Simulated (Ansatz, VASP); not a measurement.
## One calculation of Ca, two programs

POSCAR

```
Ca
1.0
    3.9515900202      0.0000000000      0.0000000000
   -1.9757950101      3.4221773429      0.0000000000
    0.0000000000      0.0000000000      6.4529465031
Ca
2
Direct
    0.3333333333      0.6666666667      0.2500000000
    0.6666666667      0.3333333333      0.7500000000
```

The input INCAR.step1:

```
SYSTEM = Ca
PREC = Accurate ; ENCUT = 600
ISMEAR = -1 ; SIGMA = 0.1
LREAL = .FALSE. ; LASPH = .TRUE.
NELM = 100 ; GGA = PE
ALGO = Normal ; EDIFF = 1E-4
LWAVE = .TRUE. ; LCHARG = .FALSE.
```

INCAR.step2

```
SYSTEM = Ca
PREC = Accurate ; ENCUT = 600
EDIFF = 1E-6 ; ISMEAR = -1
SIGMA = 0.1 ; LREAL = .FALSE.
LASPH = .TRUE. ; NELM = 100
ALGO = Normal ; ISIF = 3
LWAVE = .FALSE. ; LCHARG = .FALSE.
METAGGA = R2SCAN ; LMIXTAU = .TRUE.
IBRION = 2 ; NSW = 80
EDIFFG = -0.01 ; ISTART = 1
```

Contents of KPOINTS:

```
Automatic mesh
0
G
  9 9 5
  0 0 0
```

Input for Ansatz:

```yaml
crystal:
  lattice:
    - [3.9515900202, 0.0, 0.0]
    - [-1.9757950101, 3.4221773429, 0.0]
    - [0.0, 0.0, 6.4529465031]
  atoms:
    - { symbol: Ca, position: [0.3333333333, 0.6666666667, 0.25] }
    - { symbol: Ca, position: [0.6666666667, 0.3333333333, 0.75] }
hamiltonian:
  xc: r2scan
  pseudopotentials:
    kind: paw
    azcp:
      Ca: "pseudopotentials/Ca.paw.azcp"
basis:
  ecutwfc: 500
  fft_grid_basis: typed
kpoints:
  mp_grid: { grid: [9, 9, 5], shift: [0, 0, 0] }
magnetization:
  spin_polarized: false
scf:
  occupations: { method: fermi_dirac, width: 0.1 }
relax:
  max_steps: 60
  f_tol: 0.01
  cell: {}
```

Alike in both runs: task relaxation of cell and atoms; functional r2SCAN; k mesh 9 × 9 × 5; occupations fermi-dirac, width 0.1 eV; no spin polarisation.

```csv
,VASP,Ansatz
version,VASP 6.6.1,Ansatz 0.2.0
potentials or method,"VASP PAW PBE potentials, release 64 (Ca_sv), cutoff 600 eV","plane waves (500 eV) with PAW, scalar-relativistic"
valence electrons in the cell,20,20
```

|  | VASP | Ansatz | Ansatz less VASP |
| --- | --- | --- | --- |
| relaxed volume (Å³/atom) | 43.64 | 43.44 | -0.199 |
| relaxed length of the cell vector where the two differ most in proportion (Å) | 3.943 | 3.936 | -0.0063 |

VASP's potentials were made for PBE, not for r2SCAN.
